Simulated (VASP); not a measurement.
# Si16O (a cell with a defect) in VASP: single point with PBE+D3(BJ)

Aim: the single point of Si16O (a cell with a defect) with PBE+D3(BJ).

All numbers are computed with VASP 6.6.1; they aren't measurements. Logs are shortened: lines on timing, memory, paths and dates and some standing lists are left out, and cuts for length are marked.

### Step 1. The cell of the first run

The cell holds a defect, 17 atoms: a = 7.679 Å, b = 7.679 Å, c = 7.679 Å, α = 60.00°, β = 60.00°, γ = 60.00°.

### Step 2. Single point, PBE+D3(BJ), collinear spin, ferromagnetic start

INCAR

```
SYSTEM = Si16O
ALGO = Normal
EDIFF = 1E-6
ENCUT = 520
GGA = PE
ISIF = 2
ISMEAR = -1
ISPIN = 2
IVDW = 12
LASPH = .True.
LCHARG = .False.
LORBIT = 11
LREAL = Auto
LWAVE = .False.
MAGMOM = 0 0 0 0 0 0 0 0 0 0 0 0 0 0 0 0 1
NBANDS = 53
NELM = 150
PREC = Accurate
SIGMA = 0.05
```

KPOINTS

```
k-points
0
Gamma
  2 2 2
  0 0 0
```

POSCAR

```
Si16O
1.0
    0.0000000000      5.4300000000      5.4300000000
    5.4300000000      0.0000000000      5.4300000000
    5.4300000000      5.4300000000      0.0000000000
Si O
16 1
Direct
    0.0169347099     -0.0030596961      0.0013605819
    0.1379297038      0.1261785259      0.1266503670
    0.0015675038     -0.0021260728      0.5001008392
    0.1201237296      0.1235519540      0.6254155471
   -0.0018011424      0.5002972587      0.0017355784
    0.1283415487      0.6226900565      0.1236875386
   -0.0113062087      0.4972070155      0.4977480852
    0.1097041803      0.6219026094      0.6276096992
    0.5109655984      0.0039897138      0.0402752406
    0.6433194779      0.1300269850      0.1534888482
    0.4856638181     -0.0424999405      0.5096657684
    0.6367655870      0.1161063155      0.6692130727
    0.5032954405      0.5014183448     -0.0043805443
    0.6234045713      0.6292310618      0.1234947655
    0.4834269413      0.4727325043      0.4948418468
    0.6154894840      0.5865792645      0.6204229679
    0.5559656563      0.9383359996      0.6930859978
```

Potentials or basis: VASP PAW PBE potentials, release 64 (Si, O).

Command:

```console
$ cat potpaw_PBE.64/Si/POTCAR potpaw_PBE.64/O/POTCAR > POTCAR
$ mpirun -np 1 vasp_std > vasp.out
```

OUTCAR:

```text
SYSTEM = Si16O
   EDIFF = 1E-6
   ENCUT = 520
   GGA = PE
   ISIF = 2
   ISMEAR = -1
   ISPIN = 2
   IVDW = 12
   LASPH = .True.
   LORBIT = 11
   LREAL = Auto
   NELM = 150
   PREC = Accurate
 IVDW          = 12

 ion  position               nearest neighbor table
   1  0.017  0.997  0.001-   6 2.35   2 2.35  10 2.36   4 2.36
   2  0.138  0.126  0.127-   3 2.34   5 2.35   1 2.35   9 2.36
   3  0.002  0.998  0.500-  12 2.31   4 2.32   2 2.34   8 2.36
   4  0.120  0.124  0.625-  11 2.31   3 2.32   7 2.34   1 2.36
   5  0.998  0.500  0.002-   6 2.35   8 2.35   2 2.35  14 2.35
   6  0.128  0.623  0.124-   5 2.35   7 2.35   1 2.35  13 2.35
   7  0.989  0.497  0.498-   4 2.34   6 2.35   8 2.36  16 2.36
   8  0.110  0.622  0.628-   5 2.35  15 2.35   7 2.36   3 2.36
   9  0.511  0.004  0.040-  12 2.33  10 2.33   2 2.36  14 2.38
  10  0.643  0.130  0.153-  11 2.32   9 2.33  13 2.35   1 2.36
  11  0.486  0.958  0.510-  17 1.66   4 2.31  10 2.32  16 2.33  12 2.94
  12  0.637  0.116  0.669-  17 1.66   3 2.31  15 2.32   9 2.33  11 2.94
  13  0.503  0.501  0.996-   6 2.35  10 2.35  14 2.36  16 2.38
  14  0.623  0.629  0.123-   5 2.35  15 2.35  13 2.36   9 2.38
  15  0.483  0.473  0.495-  12 2.32  16 2.33  14 2.35   8 2.35
  16  0.615  0.587  0.620-  11 2.33  15 2.33   7 2.36  13 2.38
  17  0.556  0.938  0.693-  12 1.66  11 1.66

  LATTYP: Found a face centered cubic cell.
 ALAT       =    10.8600000000

  Lattice vectors:

 A1 = (   0.0000000000,   5.4300000000,   5.4300000000)
 A2 = (   5.4300000000,   0.0000000000,   5.4300000000)
 A3 = (   5.4300000000,   5.4300000000,   0.0000000000)

Analysis of symmetry for initial positions (statically):
=====================================================================
 Subroutine PRICEL returns:
 Original cell was already a primitive cell.

 Routine SETGRP: Setting up the symmetry group for a
 face centered cubic supercell.

 Subroutine GETGRP returns: Found  1 space group operations
 (whereof  1 operations were pure point group operations)
 out of a pool of 48 trial point group operations.

The static configuration has the point symmetry C_1 .

Analysis of symmetry for dynamics (positions and initial velocities):
=====================================================================
 Subroutine PRICEL returns:
 Original cell was already a primitive cell.

 Routine SETGRP: Setting up the symmetry group for a
 face centered cubic supercell.

 Subroutine GETGRP returns: Found  1 space group operations
 (whereof  1 operations were pure point group operations)
 out of a pool of 48 trial point group operations.

The dynamic configuration has the point symmetry C_1 .

Analysis of structural, dynamic, and magnetic symmetry:
=====================================================================
 Subroutine PRICEL returns:
 Original cell was already a primitive cell.

 Routine SETGRP: Setting up the symmetry group for a
 face centered cubic supercell.

 Subroutine GETGRP returns: Found  1 space group operations
 (whereof  1 operations were pure point group operations)
 out of a pool of 48 trial point group operations.

The overall configuration has the point symmetry C_1 .

 Subroutine INISYM returns: Found  1 space group operations
 (whereof  1 operations are pure point group operations),
 and found     1 'primitive' translations

----------------------------------------------------------------------------------------

                                     Primitive cell

  volume of cell :     320.2060

  direct lattice vectors                    reciprocal lattice vectors
     0.000000000  5.430000000  5.430000000    -0.092081031  0.092081031  0.092081031
     5.430000000  0.000000000  5.430000000     0.092081031 -0.092081031  0.092081031
     5.430000000  5.430000000  0.000000000     0.092081031  0.092081031 -0.092081031

  length of vectors
     7.679179644  7.679179644  7.679179644     0.159489025  0.159489025  0.159489025

  position of ions in fractional coordinates (direct lattice)
     0.016934710  0.996940304  0.001360582
     0.137929704  0.126178526  0.126650367
     0.001567504  0.997873927  0.500100839
     0.120123730  0.123551954  0.625415547
     0.998198858  0.500297259  0.001735578
     0.128341549  0.622690056  0.123687539
[... 9 lines left out ...]
     0.615489484  0.586579265  0.620422968
[... 63 lines left out ...]
   ions per type =              16   1
   NGX,Y,Z   is equivalent  to a cutoff of  12.99, 12.99, 12.99 a.u.
   NGXF,Y,Z  is equivalent  to a cutoff of  25.98, 25.98, 25.98 a.u.
 SYSTEM =  Si16O
   PREC   = accura    normal or accurate (medium, high low for compatibility)
   ISTART =      0    job   : 0-new  1-cont  2-samecut
   ICHARG =      2    charge: 1-file 2-atom 10-const
   ISPIN  =      2    spin polarized calculation?
   LNONCOLLINEAR =      F non collinear calculations
   LSORBIT =      F    spin-orbit coupling
   LASPH  =      T    aspherical Exc in radial PAW
   ENCUT  =  520.0 eV  38.22 Ry    6.18 a.u.  14.28 14.28 14.28*2*pi/ulx,y,z
   NELM   =    150;   NELMIN=  2; NELMDL= -5     # of ELM steps
   EDIFF  = 0.1E-05   stopping-criterion for ELM
   LREAL  =      T    real-space projection
   EDIFFG = 0.1E-04   stopping-criterion for IOM
   NSW    =      0    number of steps for IOM
   IBRION =     -1    ionic relax: 0-MD 1-quasi-New 2-CG
   NFREE  =      0    steps in history (QN), initial steepest desc. (CG)
   ISIF   =      2    stress and relaxation
   ISYM   =      2    0-nonsym 1-usesym 2-fastsym
   POTIM  = 0.5000    time-step for ionic-motion
   TEBEG  =    0.0;   TEEND  =   0.0 temperature during run
   PSTRESS=    0.0 pullay stress
   NELECT =      70.0000    total number of electrons
   NUPDOWN=      -1.0000    fix difference up-down
   EMIN   =  10.00;   EMAX   =-10.00  energy-range for DOS
   EFERMI =   0.00;   METHOD = LEGACY
   ISMEAR =    -1;   SIGMA  =   0.05  broadening in eV -4-tet -1-fermi 0-gaus
   EFERMI_NEDOS =   21; number of points for ismear=-14 and -15
   IALGO  =     38    algorithm
   IMIX   =      4    mixing-type and parameters
     AMIX     =   0.40;   BMIX     =  1.00
     AMIX_MAG =   1.60;   BMIX_MAG =  1.00
  volume/ion in A,a.u.               =      18.84       127.11
  Fermi-wavevector in a.u.,A,eV,Ry     =   0.986199  1.863645 13.232857  0.972588
  Thomas-Fermi vector in A             =   2.117562
   LORBIT       =     11    0 simple, 1 ext, 2 COOP (PROOUT), +10 PAW based schemes
   GGA     = PE    functional components
   LHFCALC =     F    Hartree Fock is set to
   AEXX    =    0.0000 exact exchange contribution
   IVDW    =    12    specifies the selected vdW correction
   LEPSILON=     F    determine dielectric tensor
   LRPA    =     F    only Hartree local field effects (RPA)
 spin polarized calculation
  energy-cutoff  :      520.00
  volume of cell :      320.21
 maximum number of plane-waves:      8646
 NGX is ok and might be reduce to    60
   NGX = 29   NGY = 29   NGZ = 29

 number of electron      70.0000001 magnetization      -0.0000925

 number of electron      70.0000001 magnetization       0.0000404

 Free energy of the ion-electron system (eV)
  ---------------------------------------------------
  ext. energy  EPLUGINS =         0.00000000
  ---------------------------------------------------
  free energy    TOTEN  =       -92.69541493 eV

  energy without entropy =      -92.69399890  energy(sigma->0) =      -92.69470692

 E-fermi :   6.1393     XC(G=0):  -9.5326

 val. band max:        5.8823954798   @ k =   0.0000   0.0000   0.0000
 cond. band min:       6.3734821071   @ k =   0.0000   0.0000   0.0000
 fundamental gap:      0.4910866273
 Fermi energy:         6.1392874502

 spin component 1

 k-point     1 :       0.0000    0.0000    0.0000
  band No.  band energies     occupation
      1     -14.4470      1.00000
      2      -5.8112      1.00000
      3      -4.3883      1.00000
      4      -3.6882      1.00000
      5      -3.6672      1.00000
      6      -3.3247      1.00000
[... 389 lines left out ...]
     46      10.2115      0.00000
     47      10.4708      0.00000
 Fermi energy:         6.1392874502

 spin component 2

 k-point     1 :       0.0000    0.0000    0.0000
  band No.  band energies     occupation
      1     -14.4470      1.00000
      2      -5.8112      1.00000
      3      -4.3883      1.00000
      4      -3.6882      1.00000
      5      -3.6672      1.00000
      6      -3.3247      1.00000
[... 389 lines left out ...]
     46      10.2115      0.00000
     47      10.4708      0.00000
 [bands above 47 left out]

------------------------ aborting loop because EDIFF is reached ----------------------------------------

 Edisp (eV)   -5.21752

 E8    (eV) :    -2.1449

  FORCE on cell =-STRESS in cart. coord.  units (eV):
  Direction    XX          YY          ZZ          XY          YZ          ZX
  --------------------------------------------------------------------------------------
  -------------------------------------------------------------------------------------
  Total       3.84795     3.22985     3.19308     2.24478     2.98364     2.38484
  in kB      19.25354    16.16080    15.97683    11.23193    14.92889    11.93272
  external pressure =       17.13 kB  Pullay stress =        0.00 kB

 VOLUME and BASIS-vectors are now :
 -----------------------------------------------------------------------------
  energy-cutoff  :      520.00
  volume of cell :      320.21
      direct lattice vectors                 reciprocal lattice vectors
     0.000000000  5.430000000  5.430000000    -0.092081031  0.092081031  0.092081031
     5.430000000  0.000000000  5.430000000     0.092081031 -0.092081031  0.092081031
     5.430000000  5.430000000  0.000000000     0.092081031  0.092081031 -0.092081031

 POSITION                                       TOTAL-FORCE (eV/Angst)
 -----------------------------------------------------------------------------------
      5.42077      0.09934      5.50534        -0.002471     -0.005471     -0.001588
      1.37286      1.43667      1.43411         0.006737      0.001779     -0.010319
      8.13400      2.72406      5.42697         0.010551      0.006977      0.011286
      4.06689      4.04828      1.32316         0.001885      0.000147      0.007439
      2.72604      5.42964      8.13683        -0.001111      0.006013      0.004916
      4.05283      1.36852      4.07810         0.001375      0.003335      0.006649
[... 9 lines left out ...]
      6.55402      6.71100      6.52723        -0.003402     -0.001025      0.005536
      8.85862      6.78235      8.11406        -0.011227      0.010280     -0.036288
 -----------------------------------------------------------------------------------
    total drift:                               -0.000125     -0.004275      0.000302

  FREE ENERGIE OF THE ION-ELECTRON SYSTEM (eV)
  ---------------------------------------------------
  free  energy   TOTEN  =       -97.9129379433 eV

  energy  without entropy=      -97.9115219175  energy(sigma->0) =      -97.91222993

 total charge

# of ion       s       p       d       tot
------------------------------------------
    1        0.740   0.947   0.000   1.688
    2        0.739   0.953   0.000   1.693
    3        0.744   0.978   0.000   1.722
    4        0.744   0.977   0.000   1.721
    5        0.738   0.960   0.000   1.699
    6        0.738   0.960   0.000   1.698
[... 9 lines left out ...]
   16        0.749   0.956   0.000   1.705
   17        1.576   3.598   0.000   5.174
--------------------------------------------------
tot         13.462  18.891   0.000  32.353

 magnetization (x)

# of ion       s       p       d       tot
------------------------------------------
    1       -0.000  -0.000   0.000  -0.000
    2       -0.000  -0.000   0.000  -0.000
    3       -0.000  -0.000   0.000  -0.000
    4        0.000  -0.000   0.000  -0.000
    5        0.000   0.000   0.000   0.000
    6       -0.000   0.000   0.000   0.000
[... 9 lines left out ...]
   16        0.000   0.000   0.000   0.000
   17       -0.000  -0.000   0.000  -0.000
--------------------------------------------------
tot         -0.000  -0.000   0.000  -0.000
```

Run time: 4.5 min. Hardware: 1 thread of Intel Xeon 6975P-C (Granite Rapids), shared host; peak memory 0.7 GiB.

Results:

* Free energy: -97.9129 eV
* Pressure: 1.7 GPa
* Largest force: 0.068 eV/Å
* Band gap on the k mesh: 0.49 eV
* Net moment: 0.00 μB per cell
* Valence electrons inside the program's atomic spheres: Si 1.69, 1.72, 1.70, 1.71, 1.68; O 5.17
* Dispersion energy per atom: -0.307 eV

Forces in eV/Å, atoms in the order of the input:
```
Si  -0.002 -0.005 -0.002
Si   0.007  0.002 -0.010
Si   0.011  0.007  0.011
Si   0.002  0.000  0.007
Si  -0.001  0.006  0.005
Si   0.001  0.003  0.007
Si   0.000  0.003 -0.008
Si   0.001 -0.014 -0.009
Si   0.006 -0.008  0.004
Si   0.000  0.009 -0.001
Si  -0.056 -0.036 -0.013
Si   0.032  0.015  0.050
Si   0.002 -0.003 -0.003
Si  -0.001 -0.001 -0.006
Si   0.015  0.012 -0.003
Si  -0.003 -0.001  0.006
O   -0.011  0.010 -0.036
```

Levels at points of the mesh, in eV from the valence-band top:
Spin up:
| k point | band 31 | band 32 | band 33 | band 34 | band 35 | band 36 | band 37 | band 38 | band 39 | band 40 |
| --- | --- | --- | --- | --- | --- | --- | --- | --- | --- | --- |
| (0.00, 0.00, 0.00) | -0.96 | -0.92 | -0.32 | -0.06 | 0.00 | 0.49 | 0.79 | 0.82 | 0.99 | 1.18 |
| (0.50, 0.00, 0.00) | -1.47 | -1.22 | -0.76 | -0.63 | -0.56 | 1.21 | 1.48 | 1.61 | 1.67 | 1.73 |
| (0.00, 0.50, 0.00) | -1.44 | -1.22 | -0.79 | -0.61 | -0.55 | 1.32 | 1.43 | 1.59 | 1.71 | 1.79 |
| (0.00, 0.00, 0.50) | -1.45 | -1.21 | -0.80 | -0.62 | -0.54 | 1.32 | 1.43 | 1.59 | 1.71 | 1.81 |
| (0.50, 0.50, 0.50) | -1.41 | -0.75 | -0.67 | -0.66 | -0.06 | 1.16 | 1.45 | 1.54 | 1.57 | 1.72 |
| (0.50, 0.50, 0.00) | -1.50 | -1.43 | -1.26 | -1.18 | -0.46 | 1.26 | 1.47 | 2.33 | 2.40 | 2.50 |
| (0.00, 0.50, 0.50) | -1.44 | -1.36 | -1.33 | -1.02 | -0.94 | 1.42 | 1.48 | 2.31 | 2.41 | 2.55 |
| (0.50, 0.00, 0.50) | -1.50 | -1.43 | -1.26 | -1.18 | -0.54 | 1.29 | 1.47 | 2.33 | 2.41 | 2.50 |
Spin down:
| k point | band 33 | band 34 | band 35 | band 36 | band 37 | band 38 |
| --- | --- | --- | --- | --- | --- | --- |
| (0.00, 0.00, 0.00) | -0.32 | -0.06 | 0.00 | 0.49 | 0.79 | 0.82 |
| (0.50, 0.00, 0.00) | -0.76 | -0.63 | -0.56 | 1.21 | 1.48 | 1.61 |
| (0.00, 0.50, 0.00) | -0.79 | -0.61 | -0.55 | 1.32 | 1.43 | 1.59 |
| (0.00, 0.00, 0.50) | -0.80 | -0.62 | -0.54 | 1.32 | 1.43 | 1.59 |
| (0.50, 0.50, 0.50) | -0.67 | -0.66 | -0.06 | 1.16 | 1.45 | 1.54 |
| (0.50, 0.50, 0.00) | -1.26 | -1.18 | -0.46 | 1.26 | 1.47 | 2.33 |
| (0.00, 0.50, 0.50) | -1.33 | -1.02 | -0.94 | 1.42 | 1.48 | 2.31 |
| (0.50, 0.00, 0.50) | -1.26 | -1.18 | -0.54 | 1.29 | 1.47 | 2.33 |

Caveat: the k points lie up to 0.50 Å⁻¹ apart.
